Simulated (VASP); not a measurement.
# Cu2O (Cuprite) (Pn-3m) in VASP: single point with PBE

Aim: the single point of Cu2O (Cuprite) with PBE.

All numbers are computed with VASP 6.6.1; they aren't measurements. Logs are shortened: lines on timing, memory, paths and dates and some standing lists are left out, and cuts for length are marked.

### Step 1. The cell of the first run

The structure is cubic, space group Pn-3m (No. 224). Conventional cell: a = 4.260 Å, b = 4.260 Å, c = 4.260 Å, α = 90.00°, β = 90.00°, γ = 90.00°. Cu (site symmetry -3m) has 2 O at 1.84 Å within 2.4 Å. O (site symmetry -43m) has 4 Cu at 1.84 Å within 2.4 Å.

### Step 2. Single point, PBE

INCAR

```
SYSTEM = Cu2O
PREC = Accurate ; ENCUT = 600
EDIFF = 1E-6 ; ISMEAR = 0
SIGMA = 0.01 ; LREAL = .False.
LASPH = .True. ; NELM = 120
ALGO = Normal ; ISIF = 2
LWAVE = .False. ; LCHARG = .True.
GGA = PE ; LELF = .True.
LVHAR = .True. ; NBANDS = 37
GGA_COMPAT = .False.
```

KPOINTS

```
regular mesh
0
Gamma
  3 3 3
  0 0 0
```

POSCAR

```
Cu2O
1.0
    4.2600000000      0.0000000000      0.0000000000
    0.0000000000      4.2600000000      0.0000000000
    0.0000000000      0.0000000000      4.2600000000
Cu O
4 2
Direct
    0.2500000000      0.2500000000      0.2500000000
    0.2500000000      0.7500000000      0.7500000000
    0.7500000000      0.7500000000      0.2500000000
    0.7500000000      0.2500000000      0.7500000000
    0.0000000000      0.0000000000      0.0000000000
    0.5000000000      0.5000000000      0.5000000000
```

Potentials or basis: VASP PAW PBE potentials, release 64 (Cu, O).

On the command line:

```console
$ cat potpaw_PBE.64/Cu/POTCAR potpaw_PBE.64/O/POTCAR > POTCAR
$ mpirun -np 1 vasp_std > vasp.out
```

OUTCAR:

```text
SYSTEM = Cu2O
   PREC = Accurate
   ENCUT = 600
   EDIFF = 1E-6
   ISMEAR = 0
   LREAL = .False.
   LASPH = .True.
   NELM = 120
   ISIF = 2
   GGA = PE

 ion  position               nearest neighbor table
   1  0.250  0.250  0.250-   5 1.84   6 1.84
   2  0.250  0.750  0.750-   5 1.84   6 1.84
   3  0.750  0.750  0.250-   5 1.84   6 1.84
   4  0.750  0.250  0.750-   5 1.84   6 1.84
   5  0.000  0.000  0.000-   1 1.84   2 1.84   3 1.84   4 1.84
   6  0.500  0.500  0.500-   1 1.84   2 1.84   3 1.84   4 1.84

  LATTYP: Found a simple cubic cell.
 ALAT       =     4.2600000000

  Lattice vectors:

 A1 = (   4.2600000000,   0.0000000000,   0.0000000000)
 A2 = (   0.0000000000,   4.2600000000,   0.0000000000)
 A3 = (   0.0000000000,   0.0000000000,   4.2600000000)

Analysis of symmetry for initial positions (statically):
=====================================================================
 Subroutine PRICEL returns:
 Original cell was already a primitive cell.

 Routine SETGRP: Setting up the symmetry group for a
 simple cubic supercell.

 Subroutine GETGRP returns: Found 48 space group operations
 (whereof 24 operations were pure point group operations)
 out of a pool of 48 trial point group operations.

The static configuration has the point symmetry T_d .
 The point group associated with its full space group is O_h .

Analysis of symmetry for dynamics (positions and initial velocities):
=====================================================================
 Subroutine PRICEL returns:
 Original cell was already a primitive cell.

 Routine SETGRP: Setting up the symmetry group for a
 simple cubic supercell.

 Subroutine GETGRP returns: Found 48 space group operations
 (whereof 24 operations were pure point group operations)
 out of a pool of 48 trial point group operations.

The dynamic configuration has the point symmetry T_d .
 The point group associated with its full space group is O_h .

 Subroutine INISYM returns: Found 48 space group operations
 (whereof 24 operations are pure point group operations),
 and found     1 'primitive' translations

----------------------------------------------------------------------------------------

                                     Primitive cell

  volume of cell :      77.3088

  direct lattice vectors                    reciprocal lattice vectors
     4.260000000  0.000000000  0.000000000     0.234741784  0.000000000  0.000000000
     0.000000000  4.260000000  0.000000000     0.000000000  0.234741784  0.000000000
     0.000000000  0.000000000  4.260000000     0.000000000  0.000000000  0.234741784

  length of vectors
     4.260000000  4.260000000  4.260000000     0.234741784  0.234741784  0.234741784

  position of ions in fractional coordinates (direct lattice)
     0.250000000  0.250000000  0.250000000
     0.250000000  0.750000000  0.750000000
     0.750000000  0.750000000  0.250000000
     0.750000000  0.250000000  0.750000000
     0.000000000  0.000000000  0.000000000
     0.500000000  0.500000000  0.500000000

  ion indices of the primitive-cell ions
   primitive index   ion index
                 1           1
                 2           2
                 3           3
                 4           4
                 5           5
                 6           6

----------------------------------------------------------------------------------------

 KPOINTS: regular mesh

Automatic generation of k-mesh.
 Grid dimensions read from file:
 generate k-points for:    3    3    3

 Generating k-lattice:

  Cartesian coordinates                     Fractional coordinates (reciprocal lattice)
     0.078247261  0.000000000  0.000000000     0.333333333  0.000000000  0.000000000
     0.000000000  0.078247261  0.000000000     0.000000000  0.333333333  0.000000000
     0.000000000  0.000000000  0.078247261     0.000000000  0.000000000  0.333333333

  Length of vectors
     0.078247261  0.078247261  0.078247261

  Shift w.r.t. Gamma in fractional coordinates (k-lattice)
     0.000000000  0.000000000  0.000000000

 Subroutine IBZKPT returns following result:
 ===========================================

 Found      4 irreducible k-points:

 Following reciprocal coordinates:
            Coordinates               Weight
  0.000000  0.000000  0.000000      1.000000
  0.333333  0.000000  0.000000      6.000000
  0.333333  0.333333  0.000000     12.000000
  0.333333  0.333333  0.333333      8.000000
   k-points           NKPTS =      4   k-points in BZ     NKDIM =      4   number of bands    NBANDS=     37
   number of dos      NEDOS =    301   number of ions     NIONS =      6
   total plane-waves  NPLWV =  46656
   dimension x,y,z NGX =    36 NGY =   36 NGZ =   36
   dimension x,y,z NGXF=    72 NGYF=   72 NGZF=   72
   ions per type =               4   2
   NGX,Y,Z   is equivalent  to a cutoff of  14.05, 14.05, 14.05 a.u.
   NGXF,Y,Z  is equivalent  to a cutoff of  28.10, 28.10, 28.10 a.u.
 SYSTEM =  Cu2O
   PREC   = accura    normal or accurate (medium, high low for compatibility)
   ISTART =      0    job   : 0-new  1-cont  2-samecut
   ICHARG =      2    charge: 1-file 2-atom 10-const
   ISPIN  =      1    spin polarized calculation?
   LNONCOLLINEAR =      F non collinear calculations
   LSORBIT =      F    spin-orbit coupling
   LASPH  =      T    aspherical Exc in radial PAW
   ENCUT  =  600.0 eV  44.10 Ry    6.64 a.u.   8.51  8.51  8.51*2*pi/ulx,y,z
   NELM   =    120;   NELMIN=  2; NELMDL= -5     # of ELM steps
   EDIFF  = 0.1E-05   stopping-criterion for ELM
   LREAL  =      F    real-space projection
   EDIFFG = 0.1E-04   stopping-criterion for IOM
   NSW    =      0    number of steps for IOM
   IBRION =     -1    ionic relax: 0-MD 1-quasi-New 2-CG
   NFREE  =      0    steps in history (QN), initial steepest desc. (CG)
   ISIF   =      2    stress and relaxation
   ISYM   =      2    0-nonsym 1-usesym 2-fastsym
   POTIM  = 0.5000    time-step for ionic-motion
   TEBEG  =    0.0;   TEEND  =   0.0 temperature during run
   PSTRESS=    0.0 pullay stress
   NELECT =      56.0000    total number of electrons
   NUPDOWN=      -1.0000    fix difference up-down
   EMIN   =  10.00;   EMAX   =-10.00  energy-range for DOS
   EFERMI =   0.00;   METHOD = LEGACY
   ISMEAR =     0;   SIGMA  =   0.01  broadening in eV -4-tet -1-fermi 0-gaus
   EFERMI_NEDOS =   21; number of points for ismear=-14 and -15
   IALGO  =     38    algorithm
   IMIX   =      4    mixing-type and parameters
     AMIX     =   0.40;   BMIX     =  1.00
     AMIX_MAG =   1.60;   BMIX_MAG =  1.00
  volume/ion in A,a.u.               =      12.88        86.95
  Fermi-wavevector in a.u.,A,eV,Ry     =   1.470261  2.778391 29.411289  2.161669
  Thomas-Fermi vector in A             =   2.585540
   LORBIT       =      0    0 simple, 1 ext, 2 COOP (PROOUT), +10 PAW based schemes
   GGA     = PE    functional components
   LHFCALC =     F    Hartree Fock is set to
   AEXX    =    0.0000 exact exchange contribution
   IVDW    =     0    specifies the selected vdW correction
   LEPSILON=     F    determine dielectric tensor
   LRPA    =     F    only Hartree local field effects (RPA)
 non-spin polarized calculation
 Gauss-broadening in eV      SIGMA  =   0.01
  energy-cutoff  :      600.00
  volume of cell :       77.31
 maximum number of plane-waves:      2601
 NGX is ok and might be reduce to    36
   NGX = 17   NGY = 17   NGZ = 17

 number of electron      55.9999977 magnetization

 Free energy of the ion-electron system (eV)
  ---------------------------------------------------
  ext. energy  EPLUGINS =         0.00000000
  ---------------------------------------------------
  free energy    TOTEN  =       -27.22466781 eV

  energy without entropy =      -27.22466781  energy(sigma->0) =      -27.22466781

 E-fermi :   4.8592     XC(G=0): -11.0434

 val. band max:        4.7863856704   @ k =   0.0000   0.0000   0.0000
 cond. band min:       5.3254513433   @ k =   0.0000   0.0000   0.0000
 fundamental gap:      0.5390656729
 Fermi energy:         4.8592181963

 k-point     1 :       0.0000    0.0000    0.0000
  band No.  band energies     occupation
      1     -15.3672      2.00000
      2     -14.6280      2.00000
      3      -2.4586      2.00000
      4      -2.4586      2.00000
      5      -2.4586      2.00000
      6      -0.0867      2.00000
      7      -0.0161      2.00000
      8      -0.0161      2.00000
      9      -0.0161      2.00000
     10       1.7580      2.00000
     11       1.7580      2.00000
     12       1.8890      2.00000
     13       1.8890      2.00000
     14       1.8890      2.00000
     15       2.7630      2.00000
     16       2.7630      2.00000
     17       2.8757      2.00000
     18       2.8757      2.00000
     19       2.8757      2.00000
     20       3.0232      2.00000
     21       3.0232      2.00000
     22       3.0232      2.00000
     23       3.2060      2.00000
     24       3.2060      2.00000
     25       3.2060      2.00000
     26       4.7864      2.00000
     27       4.7864      2.00000
     28       4.7864      2.00000
     29       5.3255      0.00000
     30       6.0268      0.00000
     31       6.0268      0.00000
     32      12.7322      0.00000
     33      12.7322      0.00000
     34      12.7322      0.00000
     35      14.1001      0.00000
     36      14.1001      0.00000
     37      14.1001      0.00000

 k-point     2 :       0.3333    0.0000    0.0000
  band No.  band energies     occupation
      1     -15.1803      2.00000
      2     -14.8100      2.00000
      3      -2.1732      2.00000
      4      -2.0799      2.00000
      5      -2.0799      2.00000
      6      -1.2522      2.00000
      7      -0.7926      2.00000
      8      -0.7926      2.00000
      9       0.8262      2.00000
     10       1.8002      2.00000
     11       1.9567      2.00000
     12       2.1883      2.00000
     13       2.3957      2.00000
     14       2.3957      2.00000
     15       2.5678      2.00000
     16       2.6363      2.00000
     17       2.7262      2.00000
     18       2.8360      2.00000
     19       2.8659      2.00000
     20       2.8659      2.00000
     21       2.9878      2.00000
     22       3.0521      2.00000
     23       3.1104      2.00000
     24       3.1104      2.00000
     25       3.3799      2.00000
     26       3.3799      2.00000
     27       4.5366      2.00000
     28       4.5366      2.00000
     29       6.2248      0.00000
     30       7.5382      0.00000
     31       7.5419      0.00000
     32      10.8010      0.00000
     33      12.3403      0.00000
     34      12.3403      0.00000
     35      12.4535      0.00000
     36      12.7512      0.00000
     37      12.7512      0.00000

 k-point     3 :       0.3333    0.3333    0.0000
  band No.  band energies     occupation
      1     -15.0750      2.00000
      2     -14.8890      2.00000
      3      -2.5433      2.00000
      4      -2.2427      2.00000
      5      -1.6022      2.00000
      6      -1.4067      2.00000
      7      -0.9934      2.00000
      8      -0.6177      2.00000
      9       1.2206      2.00000
     10       1.9483      2.00000
     11       2.0091      2.00000
     12       2.1404      2.00000
     13       2.3442      2.00000
     14       2.4148      2.00000
     15       2.4898      2.00000
     16       2.5035      2.00000
     17       2.6507      2.00000
     18       2.7508      2.00000
     19       2.8037      2.00000
     20       2.9053      2.00000
     21       2.9583      2.00000
     22       2.9785      2.00000
     23       3.1911      2.00000
     24       3.3964      2.00000
     25       3.4239      2.00000
     26       3.4719      2.00000
     27       4.1353      2.00000
     28       4.3410      2.00000
     29       6.6513      0.00000
     30       7.2002      0.00000
     31       8.3725      0.00000
     32       9.1721      0.00000
     33      11.4704      0.00000
     34      11.9071      0.00000
     35      11.9640      0.00000
     36      13.2649      0.00000
     37      15.8098      0.00000

 k-point     4 :       0.3333    0.3333    0.3333
  band No.  band energies     occupation
      1     -15.1271      2.00000
      2     -14.8029      2.00000
      3      -2.3248      2.00000
      4      -2.3248      2.00000
      5      -2.2612      2.00000
      6      -0.9771      2.00000
      7      -0.8702      2.00000
      8      -0.8702      2.00000
      9       1.3959      2.00000
     10       1.7596      2.00000
     11       1.7596      2.00000
     12       2.3543      2.00000
     13       2.3543      2.00000
     14       2.4879      2.00000
     15       2.4879      2.00000
     16       2.5942      2.00000
     17       2.6317      2.00000
     18       2.7574      2.00000
     19       2.7574      2.00000
     20       3.0457      2.00000
     21       3.0482      2.00000
     22       3.0482      2.00000
     23       3.1128      2.00000
     24       3.1128      2.00000
     25       3.5676      2.00000
     26       4.0144      2.00000
     27       4.0144      2.00000
     28       4.0397      2.00000
     29       7.1505      0.00000
     30       7.8414      0.00000
     31       7.8414      0.00000
     32       8.8907      0.00000
     33       9.6991      0.00000
     34       9.6991      0.00000
     35      13.9941      0.00000
     36      14.4734      0.00000
     37      16.2242      0.00000

------------------------ aborting loop because EDIFF is reached ----------------------------------------

  FORCE on cell =-STRESS in cart. coord.  units (eV):
  Direction    XX          YY          ZZ          XY          YZ          ZX
  --------------------------------------------------------------------------------------
  -------------------------------------------------------------------------------------
  Total        2.1221659      2.1221659      2.1221659     -0.0000000     -0.0000000     -0.0000000
  in kB       43.9805976     43.9805976     43.9805976     -0.0000000     -0.0000000     -0.0000000
  external PRESSURE =      43.9805976 kB  Pullay stress =       0.0000000 kB

 VOLUME and BASIS-vectors are now :
 -----------------------------------------------------------------------------
  energy-cutoff  :      600.00
  volume of cell :       77.31
      direct lattice vectors                 reciprocal lattice vectors
     4.260000000  0.000000000  0.000000000     0.234741784  0.000000000  0.000000000
     0.000000000  4.260000000  0.000000000     0.000000000  0.234741784  0.000000000
     0.000000000  0.000000000  4.260000000     0.000000000  0.000000000  0.234741784

 POSITION                                       TOTAL-FORCE (eV/Angst)
 -----------------------------------------------------------------------------------
      1.06500      1.06500      1.06500        -0.000000      0.000000      0.000000
      1.06500      3.19500      3.19500        -0.000000     -0.000000      0.000000
      3.19500      3.19500      1.06500         0.000000     -0.000000     -0.000000
      3.19500      1.06500      3.19500         0.000000      0.000000     -0.000000
      0.00000      0.00000      0.00000         0.000000      0.000000     -0.000000
      2.13000      2.13000      2.13000         0.000000      0.000000     -0.000000
 -----------------------------------------------------------------------------------
    total drift:                                0.000000      0.000000      0.000000

  FREE ENERGIE OF THE ION-ELECTRON SYSTEM (eV)
  ---------------------------------------------------
  free  energy   TOTEN  =       -27.2246678117 eV

  energy  without entropy=      -27.2246678117  energy(sigma->0) =      -27.22466781
```

Wall time 9.6 s (1 thread of Intel Xeon 6975P-C (Granite Rapids), shared host); peak memory 0.2 GiB.

Results:

| Item | Value |
| --- | --- |
| Free energy | -27.2247 eV |
| Pressure | 4.4 GPa |
| Band gap on the k mesh | 0.54 eV, direct |

Caveat: the k points lie up to 0.49 Å⁻¹ apart.
